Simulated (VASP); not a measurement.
# CoNiO2 (P4/mmm) in VASP: a series of runs, part 2 of 2

VASP 6.6.1.

**3. Single point, PBE+U, collinear spin, ferromagnetic start**

This run uses another cell than the first one, of 9.84 Å³/atom.

INCAR

```
SYSTEM = CoNiO2
PREC     = Accurate       ! precision mode
ENCUT    = 700            ! plane-wave cutoff, eV
EDIFF    = 1E-6           ! SCF threshold, eV
ISMEAR   = -1             ! smearing method
SIGMA    = 0.05           ! smearing width, eV
LREAL    = .False.        ! projectors in reciprocal space
LASPH    = .True.         ! aspherical terms in the spheres
NELM     = 200            ! most SCF steps
ALGO     = Normal         ! electronic algorithm
ISIF     = 2              ! what is computed and relaxed
LWAVE    = .False.        ! write WAVECAR
LCHARG   = .False.        ! write CHGCAR
ISPIN    = 2              ! spin polarisation
MAGMOM   = 2.5 1.5 0 0    ! initial moments
LORBIT   = 11             ! projections on sites
LMAXMIX  = 4              ! l up to which the mixer works
LDAU     = .True.         ! DFT+U
LDAUTYPE = 2            
LDAUL    = 2 2 -1         ! shell
LDAUU    = 2 4 0          ! U, eV
LDAUJ    = 0 0 0        
LDAUPRINT= 1            
GGA      = PE             ! functional
NBANDS   = 36             ! bands
GGA_COMPAT= .False.
```

KPOINTS

```
Automatic mesh
0
Gamma
  6 6 4
  0 0 0
```

POSCAR

```
CoNiO2
1.0
    3.0399682951      0.0000000000      0.0000000000
    0.0000000000      3.0399682951      0.0000000000
    0.0000000000      0.0000000000      4.2581932829
Co Ni O
1 1 2
Direct
    0.5000000000      0.5000000000      0.5000000000
    0.0000000000      0.0000000000      0.0000000000
    0.5000000000      0.5000000000      0.0000000000
    0.0000000000      0.0000000000      0.5000000000
```

Potentials or basis: VASP PAW PBE potentials, release 64 (Co_sv, Ni_sv_GW, O).

On the command line:

```
$ cat potpaw_PBE.64/Co_sv/POTCAR potpaw_PBE.64/Ni_sv_GW/POTCAR potpaw_PBE.64/O/POTCAR > POTCAR
$ mpirun -np 1 vasp_std > vasp.out
```

OUTCAR:

```text
SYSTEM = CoNiO2
   PREC = Accurate
   ENCUT = 700
   EDIFF = 1E-6
   ISMEAR = -1
   LREAL = .False.
   LASPH = .True.
   NELM = 200
   ISIF = 2
   ISPIN = 2
   LORBIT = 11
   GGA = PE

 ion  position               nearest neighbor table
   1  0.500  0.500  0.500-   3 2.13   3 2.13   4 2.15   4 2.15   4 2.15   4 2.15
   2  0.000  0.000  0.000-   4 2.13   4 2.13   3 2.15   3 2.15   3 2.15   3 2.15
   3  0.500  0.500  0.000-   1 2.13   1 2.13   2 2.15   2 2.15   2 2.15   2 2.15
   4  0.000  0.000  0.500-   2 2.13   2 2.13   1 2.15   1 2.15   1 2.15   1 2.15

  LATTYP: Found a simple tetragonal cell.
 ALAT       =     3.0399682951
 C/A-ratio  =     1.4007360833

  Lattice vectors:

[... 2125 lines left out ...]

 POSITION                                       TOTAL-FORCE (eV/Angst)
 -----------------------------------------------------------------------------------
      1.51998      1.51998      2.12910         0.000000      0.000000      0.000000
      0.00000      0.00000      0.00000         0.000000      0.000000      0.000000
      1.51998      1.51998      0.00000         0.000000      0.000000      0.000000
      0.00000      0.00000      2.12910         0.000000      0.000000      0.000000
 -----------------------------------------------------------------------------------
    total drift:                                0.000000      0.000000      0.000000

  FREE ENERGIE OF THE ION-ELECTRON SYSTEM (eV)
  ---------------------------------------------------
  free  energy   TOTEN  =       -22.7180765024 eV

  energy  without entropy=      -22.6862105220  energy(sigma->0) =      -22.70214351

 total charge

# of ion       s       p       d       f       tot
--------------------------------------------------
    1        2.144   6.061   6.674   0.000  14.879
    2        2.148   6.194   7.710   0.008  16.060
    3        1.547   3.443   0.000   0.000   4.990
    4        1.547   3.443   0.000   0.000   4.990
--------------------------------------------------
tot          7.386  19.141  14.384   0.008  40.918

 magnetization (x)

# of ion       s       p       d       f       tot
--------------------------------------------------
    1        0.012   0.010   2.601   0.000   2.623
    2        0.012   0.011   1.725   0.001   1.749
    3        0.024   0.215   0.000   0.000   0.239
    4        0.025   0.213   0.000   0.000   0.239
--------------------------------------------------
tot          0.073   0.450   4.326   0.001   4.851
```

stdout:

```text
POSCAR found type information on POSCAR CoNiO
 POSCAR found :  3 types and       4 ions
 scaLAPACK will be used
 LDA part: xc-table for (Slater+PW92), standard interpolation
 POSCAR, INCAR and KPOINTS ok, starting setup
 FFT: planning ... GRIDC
 FFT: planning ... GRID_SOFT
 FFT: planning ... GRID
 WAVECAR not read
 entering main loop
```

Wall time 5.7 min (1 thread of Intel Xeon Platinum 8259CL at 2.50GHz (Skylake/Cascade Lake), shared host); peak memory 0.28 GiB.

Results:

```
Free energy                                           : -22.7181 eV
Pressure                                              : -3.5 GPa
Band gap on the k mesh                                : zero (filled and empty bands overlap)
Net moment                                            : 5.00 μB per cell
Site moments                                          : Co +2.62; Ni +1.75; O +0.24 μB
Valence electrons inside the program's atomic spheres : Co 14.88; Ni 16.06; O 4.99
```

Levels at points of the mesh, in eV from the Fermi level:
Spin up:
| k point | band 24 | band 25 | band 26 | band 27 | band 28 | band 29 |
| --- | --- | --- | --- | --- | --- | --- |
| (0.00, 0.00, 0.00) | -2.95 | -2.83 | -2.83 | 0.74 | 5.36 | 9.79 |
| (0.50, 0.00, 0.00) | -1.95 | -1.43 | -0.23 | 6.14 | 6.23 | 9.89 |
| (0.50, 0.50, 0.00) | -3.48 | -3.13 | -2.17 | 4.89 | 5.74 | 9.71 |
| (0.00, 0.00, 0.50) | -2.52 | -2.52 | -2.45 | 4.37 | 4.83 | 12.11 |
| (0.50, 0.00, 0.50) | -1.11 | -0.28 | -0.13 | 4.85 | 5.03 | 8.74 |
| (0.50, 0.50, 0.50) | -2.99 | -2.16 | -1.98 | 7.22 | 8.05 | 9.69 |
Spin down:
| k point | band 19 | band 20 | band 21 | band 22 | band 23 | band 24 |
| --- | --- | --- | --- | --- | --- | --- |
| (0.00, 0.00, 0.00) | -2.40 | -2.08 | -0.15 | -0.15 | 0.63 | 0.68 |
| (0.50, 0.00, 0.00) | -2.34 | -0.59 | -0.16 | 0.23 | 1.19 | 1.52 |
| (0.50, 0.50, 0.00) | -3.11 | -0.55 | -0.53 | -0.53 | 1.04 | 1.09 |
| (0.00, 0.00, 0.50) | -2.15 | -2.15 | 0.26 | 0.26 | 0.73 | 1.13 |
| (0.50, 0.00, 0.50) | -2.69 | -0.58 | 0.17 | 0.32 | 2.77 | 2.87 |
| (0.50, 0.50, 0.50) | -2.84 | -0.55 | -0.10 | -0.10 | 1.22 | 1.81 |

Eigenvalues of the final occupation matrices:
```tsv
site	spin	trace	eigenvalues
site 1 d	1	4.65	0.91 0.92 0.92 0.95 0.95
site 1 d	2	2.05	0.10 0.12 0.47 0.47 0.90
site 2 d	1	4.73	0.93 0.94 0.94 0.96 0.96
site 2 d	2	3.00	0.11 0.11 0.93 0.93 0.93
```

Caveat: the k points lie up to 0.37 Å⁻¹ apart, too coarse for converged energies and pressures of a metal. The state reached can hang on the start; a lower one may exist.
